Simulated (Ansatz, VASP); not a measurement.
## Two plane-wave programs on Mg3Co

INCAR

```
PREC = Accurate
ENCUT = 520
EDIFF = 1E-6
ISMEAR = -1
SIGMA = 0.05
LREAL = F
LASPH = T
NELM = 150
ALGO = Fast
ISIF = 2
LWAVE = F
LCHARG = F
ISPIN = 2
MAGMOM = 2 0 0 0
LORBIT = 11
LMAXMIX = 4
GGA = PE
NBANDS = 20
```

The input KPOINTS:

```
Automatic mesh
0
Gamma
  7 7 7
```

POSCAR

```
Mg3Co
1.0
    0.0000000000      3.2541780000      3.2541780000
    3.2541780000      0.0000000000      3.2541780000
    3.2541780000      3.2541780000      0.0000000000
Co Mg
1 3
Direct
    0.0000000000      0.0000000000      0.0000000000
    0.7500000000      0.7500000000      0.7500000000
    0.5000000000      0.5000000000      0.5000000000
    0.2500000000      0.2500000000      0.2500000000
```

File input.yaml:

```yaml
crystal:
  lattice:
    - [0.0, 3.254178, 3.254178]
    - [3.254178, 0.0, 3.254178]
    - [3.254178, 3.254178, 0.0]
  atoms:
    - { symbol: Co, position: [0.0, 0.0, 0.0], spin: 2.0 }
    - { symbol: Mg, position: [0.75, 0.75, 0.75] }
    - { symbol: Mg, position: [0.5, 0.5, 0.5] }
    - { symbol: Mg, position: [0.25, 0.25, 0.25] }
hamiltonian:
  xc: pbe
  pseudopotentials: { kind: paw }
magnetization:
  spin_polarized: true
kpoints:
  mp_grid: { grid: [7, 7, 7] }
scf:
  occupations: { method: fermi_dirac, width: 0.05 }
output:
  forces: true
  stress: true
  eigenvalues: true
```

Alike in both runs: task single point; functional PBE; k mesh 7 × 7 × 7; occupations fermi-dirac, width 0.05 eV; collinear spin.

|  | VASP | Ansatz |
| --- | --- | --- |
| version | VASP 6.6.1 | Ansatz 0.2.0 |
| potentials or method | VASP PAW PBE potentials, release 64 (Co, Mg) | Ansatz PAW |
| plane-wave cutoff (eV) | 520 | 420 |
| valence electrons in the cell | 15 | 47 |

Ansatz gave:

```
gap on the k mesh at the Fermi level (eV)                     : none
pressure (GPa)                                                : 0.3
net moment per atom (μB)                                      : 0.13
size of the moment on the site where the two differ most (μB) : 0.58
```

Estimate VASP's values.

gap on the k mesh at the Fermi level (eV): none; pressure (GPa): 0.3; net moment per atom (μB): 0.13; size of the moment on the site where the two differ most (μB): 0.56.

Site moments also hang on the region over which each program counts them. A gap of «none» marks a metal or a gap that the smearing closes. VASP's potentials hold 15 valence electrons a cell and Ansatz's 47, so a difference there can come from the potentials and not from the codes.
